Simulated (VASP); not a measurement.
Write the native input for VASP 6.6.1 that does the following.

- Task: single point
- Functional: PBE
- Potentials or basis: VASP PAW PBE potentials, release 64 (Ba_sv, Zr_sv, O_h)
- Cutoff: 1340 eV
- k mesh: 2 × 2 × 2
- Occupations: gaussian, width 0.01 eV
- Spin: no spin polarisation
- Dipole correction: no
- Further INCAR settings: ALGO = Normal; EDIFF = 1e-06; NBANDS = 28

The structure of BaZrO3 lies in POSCAR:

```
BaZrO3
1.0
    4.1913400000      0.0000000000      0.0000000000
    0.0000000000      4.1913400000      0.0000000000
    0.0000000000      0.0000000000      4.1913400000
Ba Zr O
1 1 3
Direct
    0.0000000000      0.0000000000      0.0000000000
    0.5000000000      0.5000000000      0.5000000000
    0.0000000000      0.5000000000      0.5000000000
    0.5000000000      0.0000000000      0.5000000000
    0.5000000000      0.5000000000      0.0000000000
```

The input as run:

INCAR

```
SYSTEM = BaZrO3
PREC = Accurate
ENCUT = 1340
EDIFF = 1E-6
ISMEAR = 0
SIGMA = 0.01
LREAL = .FALSE.
LASPH = .TRUE.
NELM = 120
ALGO = Normal
ISIF = 2
LWAVE = .FALSE.
LCHARG = .TRUE.
GGA = PE
LELF = .TRUE.
LVHAR = .TRUE.
NBANDS = 28
GGA_COMPAT = .FALSE.
```

KPOINTS

```
regular mesh
0
G
  2 2 2
  0 0 0
```

Potentials or basis: VASP PAW PBE potentials, release 64 (Ba_sv, Zr_sv, O_h).

Launch:

```console
$ cat potpaw_PBE.64/Ba_sv/POTCAR potpaw_PBE.64/Zr_sv/POTCAR potpaw_PBE.64/O_h/POTCAR > POTCAR
$ mpirun -np 1 vasp_std > vasp.out
```

It gave:

```json
{
  "Pressure": "6.7 GPa",
  "Band gap on the k mesh": "2.99 eV (least direct gap 3.22 eV)"
}
```

Caveat: the k points lie up to 0.75 Å⁻¹ apart; spin-orbit coupling is left out, which moves the levels of the heavy elements.

It took 46 s on 1 thread of Intel(R) Xeon(R) 6975P-C (Granite Rapids) (shared host), peak memory 0.36 GiB.
